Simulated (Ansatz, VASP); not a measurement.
Li2S: VASP beside Ansatz

INCAR

```
ALGO = Normal
EDIFF = 1E-6
ENCUT = 750
GGA = PE
GGA_COMPAT = False
ISIF = 2
ISMEAR = 0
LASPH = True
LCHARG = False
LREAL = False
LWAVE = False
NBANDS = 13
NELM = 120
PREC = Accurate
SIGMA = 0.05
```

KPOINTS

```
k-points
0
Gamma
  10 10 10
```

Contents of POSCAR:

```
Li2S
1.0
    0.0000000000      2.8717666167      2.8717666167
    2.8717666167      0.0000000000      2.8717666167
    2.8717666167      2.8717666167      0.0000000000
Li S
2 1
Direct
    0.2500000000      0.2500000000      0.2500000000
    0.7500000000      0.7500000000      0.7500000000
    0.0000000000      0.0000000000      0.0000000000
```

Input for Ansatz:

```yaml
crystal:
  lattice:
    - [0.0, 2.8717666167, 2.8717666167]
    - [2.8717666167, 0.0, 2.8717666167]
    - [2.8717666167, 2.8717666167, 0.0]
  atoms:
    - { symbol: Li, position: [0.25, 0.25, 0.25] }
    - { symbol: Li, position: [0.75, 0.75, 0.75] }
    - { symbol: S, position: [0.0, 0.0, 0.0] }
basis:
  ecutwfc: 420
  ecutrho_ratio: 4
kpoints:
  mp_grid: { grid: [10, 10, 10] }
hamiltonian:
  xc: pbe
scf:
  occupations: { method: gaussian, width: 0.05 }
output:
  forces: true
  stress: true
  eigenvalues: true
```

Alike in both runs: task single point; functional PBE; k mesh 10 × 10 × 10; occupations gaussian, width 0.05 eV; no spin polarisation.

|  | VASP | Ansatz |
| --- | --- | --- |
| version | VASP 6.6.1 | Ansatz 0.2.0 |
| potentials or method | VASP PAW PBE potentials, release 64 (Li_sv, S), cutoff 750 eV | scalar-relativistic, plane waves, PAW |
| valence electrons in the cell | 12 | 12 |

|  | VASP | Ansatz | Ansatz less VASP |
| --- | --- | --- | --- |
| gap on the k mesh at the Fermi level (eV) | 3.40 | 3.41 | +0.001 |
| least direct gap on the mesh (eV) | 4.15 | 4.15 | -0.002 |
| pressure (GPa) | -0.9 | -0.8 | +0.12 |
